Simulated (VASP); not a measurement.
# Zr (Pm-3n) in VASP: single point with RPBE

Aim: the single point of Zr with RPBE.

All numbers are computed with VASP 6.6.1; they aren't measurements. Logs are shortened: lines on timing, memory, paths and dates and some standing lists are left out, and cuts for length are marked.

### Step 1. The cell of the first run

It takes space group Pm-3n (No. 223, cubic). Conventional cell: a = 5.747 Å, b = 5.747 Å, c = 5.747 Å, α = 90.00°, β = 90.00°, γ = 90.00°. Within 4.2 Å of Zr (site symmetry m-3) lie 12 Zr at 3.21 Å. Zr (site symmetry -4m2) has 14 Zr at 2.87 to 3.52 Å within 3.8 Å.

### Step 2. Single point, RPBE

INCAR reads:

```
PREC = Accurate
ENCUT = 520
EDIFF = 1E-6
ISMEAR = -1
SIGMA = 0.1
LREAL = F
LASPH = T
NELM = 100
ALGO = Normal
ISIF = 2
LWAVE = F
LCHARG = F
GGA = RP
NBANDS = 58
```

KPOINTS reads:

```
regular mesh
0
Gamma
  6 6 6
```

POSCAR reads:

```
Zr
1.0
    5.7470557928      0.0000000000      0.0000000000
    0.0000000000      5.7470557928      0.0000000000
    0.0000000000      0.0000000000      5.7470557928
Zr
8
Direct
    0.0000000000      1.0000000000      1.0000000000
    0.5000000000      0.5000000000      0.5000000000
    0.2500000000      1.0000000000      0.5000000000
    0.7500000000      0.0000000000      0.5000000000
    0.5000000000      0.2500000000      0.0000000000
    0.5000000000      0.7500000000      1.0000000000
    1.0000000000      0.5000000000      0.2500000000
    1.0000000000      0.5000000000      0.7500000000
```

Potentials or basis: VASP PAW PBE potentials, release 64 (Zr_sv).

Command:

```
cat potpaw_PBE.64/Zr_sv/POTCAR > POTCAR
mpirun -np 1 vasp_std > vasp.out
```

OUTCAR:

```text
PREC = Accurate
   ENCUT = 520
   EDIFF = 1E-6
   ISMEAR = -1
   LREAL = F
   LASPH = T
   NELM = 100
   ISIF = 2
   GGA = RP

 ion  position               nearest neighbor table
   1  0.000  0.000  0.000-   3 3.21   4 3.21   5 3.21   6 3.21   7 3.21   8 3.21   3 3.21   4 3.21
                             7 3.21   8 3.21   5 3.21   6 3.21
   2  0.500  0.500  0.500-   3 3.21   4 3.21   5 3.21   6 3.21   7 3.21   8 3.21   5 3.21   6 3.21
                             3 3.21   4 3.21   7 3.21   8 3.21
   3  0.250  0.000  0.500-   4 2.87   4 2.87   1 3.21   1 3.21   2 3.21   2 3.21   8 3.52   5 3.52
                             5 3.52   6 3.52   6 3.52   7 3.52   8 3.52   7 3.52
   4  0.750  0.000  0.500-   3 2.87   3 2.87   1 3.21   1 3.21   2 3.21   2 3.21   8 3.52   5 3.52
                             5 3.52   6 3.52   6 3.52   7 3.52   8 3.52   7 3.52
   5  0.500  0.250  0.000-   6 2.87   6 2.87   1 3.21   2 3.21   2 3.21   1 3.21   8 3.52   4 3.52
                             3 3.52   4 3.52   3 3.52   7 3.52   7 3.52   8 3.52
   6  0.500  0.750  0.000-   5 2.87   5 2.87   1 3.21   2 3.21   2 3.21   1 3.21   8 3.52   4 3.52
                             3 3.52   4 3.52   3 3.52   7 3.52   7 3.52   8 3.52
   7  0.000  0.500  0.250-   8 2.87   8 2.87   1 3.21   2 3.21   1 3.21   2 3.21   3 3.52   4 3.52
                             5 3.52   3 3.52   4 3.52   6 3.52   5 3.52   6 3.52
   8  0.000  0.500  0.750-   7 2.87   7 2.87   1 3.21   2 3.21   1 3.21   2 3.21   3 3.52   4 3.52
                             5 3.52   3 3.52   4 3.52   6 3.52   5 3.52   6 3.52

  LATTYP: Found a simple cubic cell.
 ALAT       =     5.7470557928

  Lattice vectors:

 A1 = (   5.7470557928,   0.0000000000,   0.0000000000)
 A2 = (   0.0000000000,   5.7470557928,   0.0000000000)
 A3 = (   0.0000000000,   0.0000000000,   5.7470557928)

Analysis of symmetry for initial positions (statically):
=====================================================================
 Subroutine PRICEL returns:
 Original cell was already a primitive cell.

 Routine SETGRP: Setting up the symmetry group for a
 simple cubic supercell.

 Subroutine GETGRP returns: Found 48 space group operations
 (whereof 24 operations were pure point group operations)
 out of a pool of 48 trial point group operations.

The static configuration has the point symmetry T_h .
 The point group associated with its full space group is O_h .

Analysis of symmetry for dynamics (positions and initial velocities):
=====================================================================
 Subroutine PRICEL returns:
 Original cell was already a primitive cell.

 Routine SETGRP: Setting up the symmetry group for a
 simple cubic supercell.

 Subroutine GETGRP returns: Found 48 space group operations
 (whereof 24 operations were pure point group operations)
 out of a pool of 48 trial point group operations.

The dynamic configuration has the point symmetry T_h .
 The point group associated with its full space group is O_h .

 Subroutine INISYM returns: Found 48 space group operations
 (whereof 24 operations are pure point group operations),
 and found     1 'primitive' translations

----------------------------------------------------------------------------------------

                                     Primitive cell

  volume of cell :     189.8175

  direct lattice vectors                    reciprocal lattice vectors
     5.747055793  0.000000000  0.000000000     0.174002139  0.000000000  0.000000000
     0.000000000  5.747055793  0.000000000     0.000000000  0.174002139  0.000000000
     0.000000000  0.000000000  5.747055793     0.000000000  0.000000000  0.174002139

  length of vectors
     5.747055793  5.747055793  5.747055793     0.174002139  0.174002139  0.174002139

  position of ions in fractional coordinates (direct lattice)
     0.000000000  0.000000000  0.000000000
     0.500000000  0.500000000  0.500000000
     0.250000000  0.000000000  0.500000000
     0.750000000  0.000000000  0.500000000
     0.500000000  0.250000000  0.000000000
     0.500000000  0.750000000  0.000000000
     0.000000000  0.500000000  0.250000000
     0.000000000  0.500000000  0.750000000

  ion indices of the primitive-cell ions
   primitive index   ion index
                 1           1
                 2           2
                 3           3
                 4           4
                 5           5
                 6           6
                 7           7
                 8           8

----------------------------------------------------------------------------------------

 KPOINTS: regular mesh

Automatic generation of k-mesh.
 Grid dimensions read from file:
 generate k-points for:    6    6    6

 Generating k-lattice:

  Cartesian coordinates                     Fractional coordinates (reciprocal lattice)
     0.029000356  0.000000000  0.000000000     0.166666667  0.000000000  0.000000000
     0.000000000  0.029000356  0.000000000     0.000000000  0.166666667  0.000000000
     0.000000000  0.000000000  0.029000356     0.000000000  0.000000000  0.166666667

  Length of vectors
     0.029000356  0.029000356  0.029000356

  Shift w.r.t. Gamma in fractional coordinates (k-lattice)
     0.000000000  0.000000000  0.000000000

 Subroutine IBZKPT returns following result:
 ===========================================

 Found     20 irreducible k-points:

 Following reciprocal coordinates:
            Coordinates               Weight
  0.000000  0.000000  0.000000      1.000000
  0.166667  0.000000  0.000000      6.000000
  0.333333  0.000000  0.000000      6.000000
  0.500000  0.000000  0.000000      3.000000
  0.166667  0.166667  0.000000     12.000000
  0.333333  0.166667  0.000000     24.000000
[... 12 lines left out ...]
  0.500000  0.500000  0.333333      6.000000
  0.500000  0.500000  0.500000      1.000000
   k-points           NKPTS =     20   k-points in BZ     NKDIM =     20   number of bands    NBANDS=     58
   number of dos      NEDOS =    301   number of ions     NIONS =      8
   total plane-waves  NPLWV = 110592
   dimension x,y,z NGX =    48 NGY =   48 NGZ =   48
   dimension x,y,z NGXF=    96 NGYF=   96 NGZF=   96
   ions per type =               8
   NGX,Y,Z   is equivalent  to a cutoff of  13.89, 13.89, 13.89 a.u.
   NGXF,Y,Z  is equivalent  to a cutoff of  27.77, 27.77, 27.77 a.u.
 SYSTEM =  unknown system
   PREC   = accura    normal or accurate (medium, high low for compatibility)
   ISTART =      0    job   : 0-new  1-cont  2-samecut
   ICHARG =      2    charge: 1-file 2-atom 10-const
   ISPIN  =      1    spin polarized calculation?
   LNONCOLLINEAR =      F non collinear calculations
   LSORBIT =      F    spin-orbit coupling
   LASPH  =      T    aspherical Exc in radial PAW
   ENCUT  =  520.0 eV  38.22 Ry    6.18 a.u.  10.69 10.69 10.69*2*pi/ulx,y,z
   NELM   =    100;   NELMIN=  2; NELMDL= -5     # of ELM steps
   EDIFF  = 0.1E-05   stopping-criterion for ELM
   LREAL  =      F    real-space projection
   EDIFFG = 0.1E-04   stopping-criterion for IOM
   NSW    =      0    number of steps for IOM
   IBRION =     -1    ionic relax: 0-MD 1-quasi-New 2-CG
   NFREE  =      0    steps in history (QN), initial steepest desc. (CG)
   ISIF   =      2    stress and relaxation
   ISYM   =      2    0-nonsym 1-usesym 2-fastsym
   POTIM  = 0.5000    time-step for ionic-motion
   TEBEG  =    0.0;   TEEND  =   0.0 temperature during run
   PSTRESS=    0.0 pullay stress
   NELECT =      96.0000    total number of electrons
   NUPDOWN=      -1.0000    fix difference up-down
   EMIN   =  10.00;   EMAX   =-10.00  energy-range for DOS
   EFERMI =   0.00;   METHOD = LEGACY
   ISMEAR =    -1;   SIGMA  =   0.10  broadening in eV -4-tet -1-fermi 0-gaus
   EFERMI_NEDOS =   21; number of points for ismear=-14 and -15
   IALGO  =     38    algorithm
   IMIX   =      4    mixing-type and parameters
     AMIX     =   0.40;   BMIX     =  1.00
     AMIX_MAG =   1.60;   BMIX_MAG =  1.00
  volume/ion in A,a.u.               =      23.73       160.12
  Fermi-wavevector in a.u.,A,eV,Ry     =   1.304327  2.464821 23.147170  1.701269
  Thomas-Fermi vector in A             =   2.435270
   LORBIT       =      0    0 simple, 1 ext, 2 COOP (PROOUT), +10 PAW based schemes
   GGA     = RP    functional components
   LHFCALC =     F    Hartree Fock is set to
   AEXX    =    0.0000 exact exchange contribution
   IVDW    =     0    specifies the selected vdW correction
   LEPSILON=     F    determine dielectric tensor
   LRPA    =     F    only Hartree local field effects (RPA)
 non-spin polarized calculation
  energy-cutoff  :      520.00
  volume of cell :      189.82
 maximum number of plane-waves:      5137
 NGX is ok and might be reduce to    48
   NGX = 21   NGY = 21   NGZ = 21

 number of electron      95.9999998 magnetization

 Free energy of the ion-electron system (eV)
  ---------------------------------------------------
  ext. energy  EPLUGINS =         0.00000000
  ---------------------------------------------------
  free energy    TOTEN  =       -63.86896671 eV

  energy without entropy =      -63.32994832  energy(sigma->0) =      -63.59945752

 E-fermi :   8.4875     XC(G=0): -10.9035

 val. band max:        8.4863070001   @ k =   0.3333   0.3333   0.0000
 cond. band min:       8.4897093627   @ k =   0.5000   0.5000   0.0000
 fundamental gap:      0.0034023626
 Fermi energy:         8.4874576851

 k-point     1 :       0.0000    0.0000    0.0000
  band No.  band energies     occupation
      1     -39.9783      2.00000
      2     -39.8765      2.00000
      3     -39.8754      2.00000
      4     -39.8754      2.00000
      5     -39.8166      2.00000
      6     -39.7312      2.00000
[... 50 lines left out ...]
     57       9.8173      0.00000
     58      11.4969      0.00000

 k-point     2 :       0.1667    0.0000    0.0000
  band No.  band energies     occupation
      1     -39.9709      2.00000
      2     -39.8823      2.00000
      3     -39.8728      2.00000
      4     -39.8686      2.00000
      5     -39.8185      2.00000
      6     -39.7408      2.00000
[... 1093 lines left out ...]
      2     -39.8767      2.00000
      3     -39.8115      2.00000
      4     -39.8115      2.00000
      5     -39.8115      2.00000
      6     -39.8115      2.00000
[... 50 lines left out ...]
     57      11.3673      0.00000
     58      11.3673      0.00000

------------------------ aborting loop because EDIFF is reached ----------------------------------------

  FORCE on cell =-STRESS in cart. coord.  units (eV):
  Direction    XX          YY          ZZ          XY          YZ          ZX
  --------------------------------------------------------------------------------------
  -------------------------------------------------------------------------------------
  Total       -0.1032266     -0.1032266     -0.1032266     -0.0000000     -0.0000000     -0.0000000
  in kB       -0.8712967     -0.8712967     -0.8712967     -0.0000000     -0.0000000     -0.0000000
  external PRESSURE =      -0.8712967 kB  Pullay stress =       0.0000000 kB

 VOLUME and BASIS-vectors are now :
 -----------------------------------------------------------------------------
  energy-cutoff  :      520.00
  volume of cell :      189.82
      direct lattice vectors                 reciprocal lattice vectors
     5.747055793  0.000000000  0.000000000     0.174002139  0.000000000  0.000000000
     0.000000000  5.747055793  0.000000000     0.000000000  0.174002139  0.000000000
     0.000000000  0.000000000  5.747055793     0.000000000  0.000000000  0.174002139

 POSITION                                       TOTAL-FORCE (eV/Angst)
 -----------------------------------------------------------------------------------
      0.00000      0.00000      0.00000        -0.000000     -0.000000     -0.000000
      2.87353      2.87353      2.87353        -0.000000     -0.000000     -0.000000
      1.43676      0.00000      2.87353        -0.000000      0.000000     -0.000000
      4.31029      0.00000      2.87353         0.000000     -0.000000      0.000000
      2.87353      1.43676      0.00000        -0.000000     -0.000000     -0.000000
      2.87353      4.31029      0.00000         0.000000     -0.000000      0.000000
      0.00000      2.87353      1.43676        -0.000000      0.000000      0.000000
      0.00000      2.87353      4.31029         0.000000     -0.000000     -0.000000
 -----------------------------------------------------------------------------------
    total drift:                                0.000000     -0.000000      0.000000

  FREE ENERGIE OF THE ION-ELECTRON SYSTEM (eV)
  ---------------------------------------------------
  free  energy   TOTEN  =       -63.8689667121 eV

  energy  without entropy=      -63.3299483186  energy(sigma->0) =      -63.59945752
```

Run time: 3 min. Hardware: 1 thread of Intel Xeon Platinum 8375C at 2.90GHz (Ice Lake), shared host; peak memory 0.4 GiB.

What came out:

- Free energy: -63.8690 eV
- Pressure: -0.1 GPa
- Band gap on the k mesh: zero (bands 48 and 49 overlap by 0.39 eV)

Caveat: the PAW data sets were made with another functional, which shifts forces and pressure a little.
